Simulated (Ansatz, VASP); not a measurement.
## MnRh: VASP beside Ansatz

The input INCAR:

```
ALGO = Normal
EDIFF = 1E-7
ENCUT = 520
ISIF = 2
ISMEAR = -1
ISPIN = 2
LASPH = T
LCHARG = F
LMAXMIX = 4
LORBIT = 11
LREAL = F
LWAVE = F
MAGMOM = 3.4 -3.4 0 0
NBANDS = 40
NELM = 150
PREC = Accurate
SIGMA = 0.025
```

Contents of KPOINTS:

```
k-points
0
Gamma
  6 9 6
```

POSCAR

```
MnRh
1.0
    0.0000000000      3.0440000000      3.0440000000
    3.0440000000      0.0000000000      0.0000000000
    0.0000000000      3.0440000000     -3.0440000000
Mn Rh
2 2
Direct
    0.0000000000      0.0000000000      0.0000000000
    0.5000000000      0.0000000000      0.5000000000
    0.5000000000      0.5000000000      0.0000000000
    0.0000000000      0.5000000000      0.5000000000
```

Input for Ansatz:

```yaml
crystal:
  lattice:
    - [0.0, 3.044, 3.044]
    - [3.044, 0.0, 0.0]
    - [0.0, 3.044, -3.044]
  atoms:
    - { symbol: Mn, position: [0.0, 0.0, 0.0], spin: 3.4 }
    - { symbol: Mn, position: [0.5, 0.0, 0.5], spin: -3.4 }
    - { symbol: Rh, position: [0.5, 0.5, 0.0] }
    - { symbol: Rh, position: [0.0, 0.5, 0.5] }
magnetization:
  spin_polarized: true
kpoints:
  mp_grid: { grid: [6, 9, 6] }
scf:
  occupations: { method: fermi_dirac, width: 0.025 }
  lower_state_search: "off"
hamiltonian:
  xc: lda
  pseudopotentials: { kind: paw }
output:
  eigenvalues: false
  eigenstates:
    nscf_kmesh: { grid: [6, 9, 6] }
    top_band: c44
    exchange_couplings: { magnetic: [{ species: Mn }] }
```

Alike in both runs: task single point; functional LDA; k mesh 6 × 9 × 6; occupations fermi-dirac, width 0.025 eV; collinear spin.

```csv
,VASP,Ansatz
version,VASP 6.6.1,Ansatz 0.2.0
potentials or method,"VASP PAW LDA potentials, release 64 (Mn_pv, Rh_pv)","PAW with Ansatz's default frozen-core files, scalar-relativistic"
plane-wave cutoff (eV),520,420
valence electrons in the cell,56,64
```

```tsv
	VASP	Ansatz	Ansatz less VASP
net moment per atom (μB)	0.00	0.00	0.000
size of the moment on the site where the two differ most (μB)	3.37	3.43	+0.056
```

LDA's correlation is that of Perdew and Zunger in VASP and of Perdew and Wang (1992) in Ansatz. Site moments also hang on the region over which each program counts them. VASP's potentials hold 56 valence electrons a cell and Ansatz's 64, so a difference there can come from the potentials and not from the codes.
